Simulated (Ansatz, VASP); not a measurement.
Two plane-wave programs on KCl

File INCAR:

```
SYSTEM = KCl
PREC = Accurate
ENCUT = 400
EDIFF = 1E-8
ISMEAR = -1
SIGMA = 0.02
LREAL = .False.
LASPH = .True.
NELM = 120
ALGO = Normal
ISIF = 2
LWAVE = .False.
LCHARG = .False.
GGA = PE
LEFG = .True.
NBANDS = 15
GGA_COMPAT = .False.
```

File KPOINTS:

```
Automatic mesh
0
Gamma
  7 7 7
  0 0 0
```

POSCAR

```
KCl
1.0
    3.6340000000      0.0000000000      0.0000000000
    0.0000000000      3.6340000000      0.0000000000
    0.0000000000      0.0000000000      3.6340000000
K Cl
1 1
Direct
    0.0000000000      0.0000000000      0.0000000000
    0.5000000000      0.5000000000      0.5000000000
```

Input for Ansatz:

```yaml
crystal:
  lattice:
    - [3.634, 0.0, 0.0]
    - [0.0, 3.634, 0.0]
    - [0.0, 0.0, 3.634]
  atoms:
    - { symbol: K, position: [0.0, 0.0, 0.0] }
    - { symbol: Cl, position: [0.5, 0.5, 0.5] }
kpoints:
  mp_grid: { grid: [7, 7, 7] }
  band_path:
    path:
      - [0.0, 0.0, 0.0]
      - [0.0, 0.5, 0.0]
      - [0.5, 0.5, 0.0]
      - [0.0, 0.0, 0.0]
      - [0.5, 0.5, 0.5]
      - [0.0, 0.5, 0.0]
      - [0.5, 0.5, 0.5]
      - [0.5, 0.5, 0.0]
    npoints: 14
scf:
  occupations: { method: fermi_dirac, width: 0.02 }
hamiltonian:
  xc: pbe
  pseudopotentials: { kind: paw }
output:
  forces: true
  stress: true
  eigenvalues: true
  efg: { contact_densities: true }
  populations: true
  bader: true
  dos: { projected: true, de: 0.2, e_range: [-14, 8] }
  write_density: true
  write_potential: true
  elf: true
  volumetric_format: npy
```

Alike in both runs: task electric field gradients; functional PBE; k mesh 7 × 7 × 7; occupations fermi-dirac, width 0.02 eV; no spin polarisation.

|  | VASP | Ansatz |
| --- | --- | --- |
| version | VASP 6.6.1 | Ansatz 0.2.0 |
| potentials or method | VASP PAW PBE potentials, release 64 (K_sv, Cl) | PAW with Ansatz's default frozen-core files, scalar-relativistic |
| plane-wave cutoff (eV) | 400 | 420 |
| valence electrons in the cell | 16 | 16 |

|  | VASP | Ansatz | Ansatz less VASP |
| --- | --- | --- | --- |
| gap on the k mesh at the Fermi level (eV) | 5.61 | 5.61 | +0.005 |
| pressure (GPa) | 4.5 | 4.5 | -0.07 |
